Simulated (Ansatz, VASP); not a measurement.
**One calculation of KCl, two programs**

POSCAR

```
KCl
1.0
    6.3860744050      0.0000000000      0.0000000000
   -3.1930372025      5.5305026652      0.0000000000
    0.0000000000      0.0000000000      5.1524009404
K Cl
3 3
Direct
    0.5000000000      0.0000000000      0.0000000000
    0.5000000000      0.5000000000      0.0000000000
    0.0000000000      0.5000000000      0.0000000000
    0.0000000000      0.0000000000      0.0000000000
    0.3333333333      0.6666666667      0.5000000000
    0.6666666667      0.3333333333      0.5000000000
```

INCAR.step1

```
  ALGO = Normal
  EDIFF = 1E-4
  ENCUT = 520
  GGA = PE
  ISMEAR = 0
  LASPH = True
  LCHARG = False
  LREAL = False
  LWAVE = True
  NBANDS = 33
  NELM = 60
  PREC = Accurate
  SIGMA = 0.1
```

File INCAR.step2:

```
  ALGO = Normal
  EDIFF = 1E-7
  ENCUT = 520
  ISIF = 2
  ISMEAR = 0
  ISTART = 1
  LASPH = True
  LCHARG = False
  LMIXTAU = True
  LREAL = False
  LWAVE = False
  METAGGA = R2SCAN
  NBANDS = 33
  NELM = 60
  PREC = Accurate
  SIGMA = 0.1
```

The input KPOINTS:

```
k-points
0
Gamma
  3 3 4
```

Input for Ansatz:

```yaml
crystal:
  lattice:
    - [6.386074405, 0.0, 0.0]
    - [-3.1930372025, 5.5305026652, 0.0]
    - [0.0, 0.0, 5.1524009404]
  atoms:
    - { symbol: K, position: [0.5, 0.0, 0.0] }
    - { symbol: K, position: [0.5, 0.5, 0.0] }
    - { symbol: K, position: [0.0, 0.5, 0.0] }
    - { symbol: Cl, position: [0.0, 0.0, 0.0] }
    - { symbol: Cl, position: [0.3333333333, 0.6666666667, 0.5] }
    - { symbol: Cl, position: [0.6666666667, 0.3333333333, 0.5] }
basis:
  ecutwfc: 500
kpoints:
  mp_grid: { grid: [3, 3, 4] }
hamiltonian:
  xc: r2scan
scf:
  occupations: { method: gaussian, width: 0.1 }
  lower_state_search: "off"
output:
  forces: true
  stress: true
  eigenvalues: true
```

Alike in both runs: task single point; functional r2SCAN; k mesh 3 × 3 × 4; occupations gaussian, width 0.1 eV; no spin polarisation.

|  | VASP | Ansatz |
| --- | --- | --- |
| version | VASP 6.6.1 | Ansatz 0.2.0 |
| potentials or method | VASP PAW PBE potentials, release 64 (K_sv, Cl), cutoff 520 eV | scalar-relativistic, plane waves, PAW |
| valence electrons in the cell | 48 | 48 |

Ansatz gave:

```
gap on the k mesh at the Fermi level (eV)                     : 4.60
least direct gap on the mesh (eV)                             : 4.74
pressure (GPa)                                                : 0.5
traceless stress, the component that is largest in VASP (GPa) : -6.19
```

Which values does VASP return?

gap on the k mesh at the Fermi level (eV): 4.60; least direct gap on the mesh (eV): 4.75; pressure (GPa): 0.4; traceless stress, the component that is largest in VASP (GPa): -6.19.

VASP's potentials were made for PBE, not for r2SCAN. With one functional, cell and mesh, what is left measures potentials, basis and numerics.
